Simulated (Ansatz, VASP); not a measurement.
# Be in VASP and in Ansatz

INCAR

```
PREC = Accurate ; ENCUT = 520
EDIFF = 1E-7 ; ISMEAR = -1
SIGMA = 0.1 ; LREAL = F
LASPH = T ; NELM = 60
ALGO = Normal ; ISIF = 2
LWAVE = F ; LCHARG = T
GGA = RP ; LELF = T
LVHAR = T ; NBANDS = 9
```

KPOINTS

```
Automatic mesh
0
Gamma
  26 26 14
```

File POSCAR:

```
Be
1.0
    2.3736096596      0.0000000000      0.0000000000
   -1.1868048298      2.0556062638      0.0000000000
    0.0000000000      0.0000000000      3.7252259790
Be
2
Direct
    0.3333333333      0.6666666667      0.2500000000
    0.6666666667      0.3333333333      0.7500000000
```

Input for Ansatz:

```yaml
crystal:
  lattice:
    - [2.3736096596, 0.0, 0.0]
    - [-1.1868048298, 2.0556062638, 0.0]
    - [0.0, 0.0, 3.725225979]
  atoms:
    - { symbol: Be, position: [0.3333333333, 0.6666666667, 0.25] }
    - { symbol: Be, position: [0.6666666667, 0.3333333333, 0.75] }
hamiltonian:
  xc: rpbe
  pseudopotentials:
    kind: paw
    azcp:
      Be: "pseudopotentials/Be.paw.azcp"
basis:
  ecutwfc: 420
  fft_grid_basis: typed
kpoints:
  mp_grid: { grid: [26, 26, 14], shift: [0, 0, 0] }
magnetization:
  spin_polarized: false
scf:
  occupations: { method: fermi_dirac, width: 0.1 }
output:
  stress: true
```

Alike in both runs: task single point; functional RPBE; k mesh 26 × 26 × 14; occupations fermi-dirac, width 0.1 eV; no spin polarisation.

```csv
,VASP,Ansatz
version,VASP 6.6.1,Ansatz 0.2.0
potentials or method,"VASP PAW PBE potentials, release 64 (Be), cutoff 520 eV","plane waves (420 eV) with PAW, scalar-relativistic"
valence electrons in the cell,4,4
```

|  | VASP | Ansatz | Ansatz less VASP |
| --- | --- | --- | --- |
| pressure (GPa) | -11.1 | -11.1 | +0.01 |
| traceless stress, the component that is largest in VASP (GPa) | -0.43 | -0.45 | -0.023 |

VASP's potentials were made for PBE, not for RPBE.
